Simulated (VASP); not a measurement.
Set up this calculation in VASP 6.6.1, as the native input.

```yaml
Task: single point
Functional: PBEsol
Potentials_or_basis: VASP PAW PBE potentials, release 64 (Al, Fe)
Cutoff: 520 eV
k_mesh: 18 × 18 × 18
Occupations: gaussian, width 0.15 eV
Spin: collinear spin, ferromagnetic start
Starting_moments: "[0.0, 0.75] μB"
Dipole_correction: no
Further_INCAR_settings: ALGO = Fast; EDIFF = 1e-06; NBANDS = 16
```

The structure of AlFe lies in POSCAR:

```
AlFe
1.0
    2.6416747203      0.0000000000      0.0000000000
    0.0000000000      2.6416747203      0.0000000000
    0.0000000000      0.0000000000      3.8277866696
Al Fe
1 1
Direct
    0.0000000000      0.0000000000      0.0000000000
    0.5000000000      0.5000000000      0.5000000000
```

One way to write it, as run:

INCAR

```
SYSTEM = AlFe
PREC     = Accurate       ! precision mode
ENCUT    = 520            ! plane-wave cutoff, eV
EDIFF    = 1E-6           ! SCF threshold, eV
ISMEAR   = 0              ! smearing method
SIGMA    = 0.15           ! smearing width, eV
LREAL    = .False.        ! projectors in reciprocal space
LASPH    = .True.         ! aspherical terms in the spheres
NELM     = 150            ! most SCF steps
ALGO     = Fast           ! electronic algorithm
ISIF     = 2              ! what is computed and relaxed
LWAVE    = .False.        ! write WAVECAR
LCHARG   = .True.         ! write CHGCAR
ISPIN    = 2              ! spin polarisation
MAGMOM   = 0 0.75         ! initial moments
LORBIT   = 11             ! projections on sites
LMAXMIX  = 4              ! l up to which the mixer works
GGA      = PS             ! functional
LELF     = .True.         ! ELF
LVHAR    = .True.       
NBANDS   = 16             ! bands
```

KPOINTS

```
regular mesh
0
Gamma
  18 18 18
  0 0 0
```

Potentials or basis: VASP PAW PBE potentials, release 64 (Al, Fe).

The run is started by

```console
$ cat potpaw_PBE.64/Al/POTCAR potpaw_PBE.64/Fe/POTCAR > POTCAR
$ mpirun -np 1 vasp_std > vasp.out
```

Results of the run:

| Quantity | Value |
| --- | --- |
| Pressure | -11.6 GPa |
| Net moment | 1.83 μB per cell |
| Site moments | Al -0.04; Fe +1.92 μB |
| Valence electrons inside the program's atomic spheres | Al 0.80; Fe 7.15 |

Caveat: the cell stands under tension; the PAW data sets were made with another functional, which shifts forces and pressure a little.

Run time: 11 min on 1 thread of AMD EPYC 7R13, with other jobs on the host, peak memory 0.41 GiB.
